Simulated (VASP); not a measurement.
# Ir (Fm-3m) in VASP: further runs, part 2 of 2

VASP 6.6.1.

## (3) Relaxation of cell and atoms, PBEsol

INCAR

```
SYSTEM = Ir
  PREC = Accurate
  ENCUT = 600
  EDIFF = 1E-6
  ISMEAR = -1
  SIGMA = 0.08
  LREAL = .False.
  LASPH = .True.
  NELM = 60
  ALGO = Normal
  ISIF = 3
  LWAVE = .False.
  LCHARG = .False.
  GGA = PS
  IBRION = 2
  NSW = 60
  EDIFFG = -0.005
```

KPOINTS

```
Automatic mesh
0
Gamma
  19 19 19
  0 0 0
```

POSCAR

```
Ir
1.0
    0.0000000000      1.9155237883      1.9155237883
    1.9155237883      0.0000000000      1.9155237883
    1.9155237883      1.9155237883      0.0000000000
Ir
1
Direct
    0.0000000000      0.0000000000      0.0000000000
```

Potentials or basis: VASP PAW PBE potentials, release 64 (Ir).

Command:

```console
$ cat potpaw_PBE.64/Ir/POTCAR > POTCAR
$ mpirun -np 1 vasp_std > vasp.out
```

OUTCAR:

```text
SYSTEM = Ir
   PREC = Accurate
   ENCUT = 600
   EDIFF = 1E-6
   ISMEAR = -1
   LREAL = .False.
   LASPH = .True.
   NELM = 60
   ISIF = 3
   GGA = PS
   IBRION = 2
   NSW = 60
   EDIFFG = -0.005

 ion  position               nearest neighbor table
   1  0.000  0.000  0.000-

  LATTYP: Found a face centered cubic cell.
 ALAT       =     3.8310475766

  Lattice vectors:

 A1 = (   0.0000000000,   1.9155237883,   1.9155237883)
 A2 = (   1.9155237883,   0.0000000000,   1.9155237883)
 A3 = (   1.9155237883,   1.9155237883,   0.0000000000)

Analysis of symmetry for initial positions (statically):
=====================================================================
 Subroutine PRICEL returns:
 Original cell was already a primitive cell.

[... 251 lines left out ...]
 cond. band min:      10.2909414652   @ k =   0.4737   0.3684   0.0000
 fundamental gap:      0.0058174137
 Fermi energy:        10.2871552049

 k-point     1 :       0.0000    0.0000    0.0000
  band No.  band energies     occupation
      1      -0.9224      2.00000
      2       6.3836      2.00000
      3       6.3836      2.00000
      4       6.3836      2.00000
      5       9.1143      2.00000
      6       9.1143      2.00000
      7      24.6176      0.00000
      8      30.2116      0.00000
[... 243 lines left out ...]
 k-point    24 :      -0.2632    0.0526    0.0000
  band No.  band energies     occupation
      1       1.7346      2.00000
      2       5.9178      2.00000
      3       6.7503      2.00000
      4       6.8455      2.00000
      5       9.1666      2.00000
      6      10.0309      1.92186
      7      23.2897      0.00000
      8      26.8889      0.00000

 [... further k-points ...]

------------------------ aborting loop because EDIFF is reached ----------------------------------------

  FORCE on cell =-STRESS in cart. coord.  units (eV):
  Direction    XX          YY          ZZ          XY          YZ          ZX
  --------------------------------------------------------------------------------------
  -------------------------------------------------------------------------------------
  Total       -0.0021931     -0.0021931     -0.0021931      0.0000000      0.0000000      0.0000000
  in kB       -0.2492273     -0.2492273     -0.2492273      0.0000000      0.0000000      0.0000000
  external PRESSURE =      -0.2492273 kB  Pullay stress =       0.0000000 kB
[... 16 lines left out ...]
  FREE ENERGIE OF THE ION-ELECTRON SYSTEM (eV)
  ---------------------------------------------------
  free  energy   TOTEN  =        -9.8246346290 eV

  energy  without entropy=       -9.8012687348  energy(sigma->0) =       -9.81295168

 reached required accuracy - stopping structural energy minimisation
```

OSZICAR:

```text
N       E                     dE             d eps       ncg     rms          rms(c)
DAV:   1     0.482541361132E+02    0.48254E+02   -0.49962E+03  3544   0.117E+03
DAV:   2    -0.972354486779E+01   -0.57978E+02   -0.56168E+02  3544   0.218E+02
DAV:   3    -0.104512993568E+02   -0.72775E+00   -0.72612E+00  5216   0.333E+01
DAV:   4    -0.104553096314E+02   -0.40103E-02   -0.40097E-02  4408   0.173E+00
[... 18 lines left out ...]
DAV:   1    -0.983149734457E+01   -0.91909E-02   -0.26332E-01  3784   0.851E+00    0.813E-01
DAV:   2    -0.982529208200E+01    0.62053E-02   -0.15929E-02  3928   0.175E+00    0.265E-01
DAV:   3    -0.982462659033E+01    0.66549E-03   -0.30220E-03  4360   0.699E-01    0.761E-02
DAV:   4    -0.982463447964E+01   -0.78893E-05   -0.71916E-05  4680   0.878E-02    0.455E-03
DAV:   5    -0.982463462899E+01   -0.14935E-06   -0.81350E-07  3640   0.107E-02
   3 F= -.98246346E+01 E0= -.98129517E+01  d E =-.147827E-03
```

CONTCAR:

```text
Ir
   1.00000000000000
     0.0000000000000000    1.9174153868669459    1.9174153868669459
     1.9174153868669459   -0.0000000000000000    1.9174153868669459
     1.9174153868669459    1.9174153868669459   -0.0000000000000000
  Ir
     1
Direct
     0.0000000000000000    0.0000000000000000    0.0000000000000000

  0.00000000E+00  0.00000000E+00  0.00000000E+00
```

Wall time 61 s (1 thread of Intel Xeon 8259CL, shared host); peak memory 0.18 GiB.

What came out:

| Item | Value |
| --- | --- |
| Free energy | -9.8246 eV |
| Relaxed volume | 14.10 Å³/atom |
| Relaxed cell | a = 2.712 Å, b = 2.712 Å, c = 2.712 Å, α = 60.00°, β = 60.00°, γ = 60.00° |
| Space group after relaxing (to 0.1 Å) | Fm-3m (No. 225) |
| Energy gained by relaxing | 0.1 meV/atom |
| Ionic steps | 3 |
| Pressure after relaxing | 0.0 GPa |
| Band gap on the k mesh | zero (an odd number of electrons rules out a gap without spin polarisation) |

Step by step:
| step | energy change (eV) | largest force (eV/Å) | pressure (GPa) | volume (Å³) |
| --- | --- | --- | --- | --- |
| 1 | 0.0000 | 0.0000 | 1.16 | 14.06 |
| 2 | 0.0022 | 0.0000 | -4.42 | 14.27 |
| 3 | -0.0001 | 0.0000 | -0.02 | 14.10 |

Final structure:
```xyz
1
Lattice="0.0000 1.9174 1.9174 1.9174 0.0000 1.9174 1.9174 1.9174 0.0000" Properties=species:S:1:pos:R:3 pbc="T T T"
Ir    0.0000    0.0000    0.0000
```

Caveat: the PAW data sets were made with another functional, which shifts forces and pressure a little; spin-orbit coupling is left out, which moves the levels of the heavy elements.

## (4) Single point, PBEsol

This run uses another cell than the first one: it holds 3 atoms, not 1.

INCAR

```
ALGO = Normal
EDIFF = 1E-6
ENCUT = 520
GGA = PS
ISIF = 2
ISMEAR = -1
LASPH = T
LCHARG = T
LELF = T
LREAL = F
LVHAR = T
LWAVE = F
NBANDS = 20
NELM = 60
PREC = Accurate
SIGMA = 0.08
```

KPOINTS

```
k-points
0
Gamma
  14 14 5
```

POSCAR

```
Ir
1.0
    0.0000000000      1.9156721455     -1.9156721455
   -1.9156721455      0.0000000000      1.9156721455
    3.8313442911      3.8313442911      3.8313442911
Ir
3
Direct
    0.0000000000      0.0000000000      0.0000000000
    0.3333333330      0.6666666670      0.3333333330
    0.6666666670      0.3333333330      0.6666666670
```

Command:

```console
$ cat potpaw_PBE.64/Ir/POTCAR > POTCAR
$ mpirun -np 1 vasp_std > vasp.out
```

Wall time 72 s (1 thread of Intel Xeon 8259CL, shared host); peak memory 0.2 GiB.

It converged, with:

| Item | Value |
| --- | --- |
| Free energy | -29.4769 eV |
| Pressure | 0.9 GPa |
| Band gap on the k mesh | zero (an odd number of electrons rules out a gap without spin polarisation) |

Levels at points of the mesh, in eV from the Fermi level:
| k point | band 11 | band 12 | band 13 | band 14 | band 15 | band 16 | band 17 | band 18 |
| --- | --- | --- | --- | --- | --- | --- | --- | --- |
| (0.00, 0.00, 0.00) | -3.52 | -3.52 | -1.14 | -1.14 | -0.17 | -0.17 | -0.17 | -0.17 |
| (0.50, 0.00, 0.00) | 0.95 | 1.06 | 1.06 | 1.55 | 1.55 | 1.70 | 3.24 | 3.24 |

Caveat: the PAW data sets were made with another functional, which shifts forces and pressure a little; spin-orbit coupling is left out, which moves the levels of the heavy elements.

## (5) Summary

```csv
task,cell,k mesh,cutoff (eV),gap on the mesh (eV),pressure (GPa)
single point,"a = 2.709 Å, angles 60.0°, 1 atom, atomic positions A",19 × 19 × 19,520,none,1.0
relaxation of cell and atoms,"relaxed from a = 2.709 Å, angles 60.0°, 1 atom, atomic positions A",19 × 19 × 19,600,none,0.0
single point,"a = 2.709, b = 2.709, c = 6.636 Å, angles 90.0, 90.0, 120.0°, 3 atoms, atomic positions B",14 × 14 × 5,520,none,0.9
```

Alike in all rows: level PBEsol; potentials or basis VASP PAW PBE potentials, release 64 (Ir); no spin polarisation; smearing fermi-dirac 0.08 eV.

Caveats: the PAW data sets were made with another functional, which shifts forces and pressure a little; spin-orbit coupling is left out, which moves the levels of the heavy elements.

Absolute energies hang on the potentials; compare differences alone.
